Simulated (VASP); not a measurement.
Write the native input for VASP 6.6.1 that does the following.

- Task: single point
- Functional: PBE
- Potentials or basis: VASP PAW PBE potentials, release 64 (Mg_sv, Pt_sv_GW, S)
- Cutoff: 840 eV
- k mesh: 3 × 3 × 2
- Occupations: gaussian, width 0.15 eV
- Spin: no spin polarisation
- Dipole correction: no
- Further INCAR settings: ALGO = Normal; EDIFF = 1e-06; NBANDS = 31

The structure of MgPtS3 lies in POSCAR:

```
MgPtS3
1.0
    3.8669224760      0.0000000000      0.2462515086
    0.0000000000      4.5482214498      0.0000000000
   -0.7992970276      0.0000000000      6.6849267263
Mg Pt S
1 1 3
Direct
    1.0287729114      0.0000000000      0.8527887562
    0.5196475095      0.5000000000      0.9167411221
    0.5089791563      0.2306175049      0.5887333417
    0.5089791563      0.7693824951      0.5887333417
    0.0380516865      0.5000000000      1.0897705884
```

The cell was generated, and may not be a known phase.

These files were run (other wordings do the same):

INCAR

```
PREC = Accurate
ENCUT = 840
EDIFF = 1E-6
ISMEAR = 0
SIGMA = 0.15
LREAL = False
LASPH = True
NELM = 120
ALGO = Normal
ISIF = 2
LWAVE = False
LCHARG = False
GGA = PE
NBANDS = 31
GGA_COMPAT = False
```

KPOINTS

```
Automatic mesh
0
Gamma
  3 3 2
```

Potentials or basis: VASP PAW PBE potentials, release 64 (Mg_sv, Pt_sv_GW, S).

Run with:

```console
$ cat potpaw_PBE.64/Mg_sv/POTCAR potpaw_PBE.64/Pt_sv_GW/POTCAR potpaw_PBE.64/S/POTCAR > POTCAR
$ mpirun -np 1 vasp_std > vasp.out
```

It gave:

* Pressure: -0.1 GPa
* Largest force: 0.131 eV/Å
* Band gap on the k mesh: zero (bands 23 and 24 overlap by 1.28 eV)

Caveat: the k points lie up to 0.54 Å⁻¹ apart, too coarse for converged energies and pressures of a metal; spin-orbit coupling is left out, which moves the levels of the heavy elements.

Run time: 96 s on 1 thread of AMD EPYC 7R43 64-Core Processor (Zen 3), with other jobs on the host, peak memory 0.34 GiB.
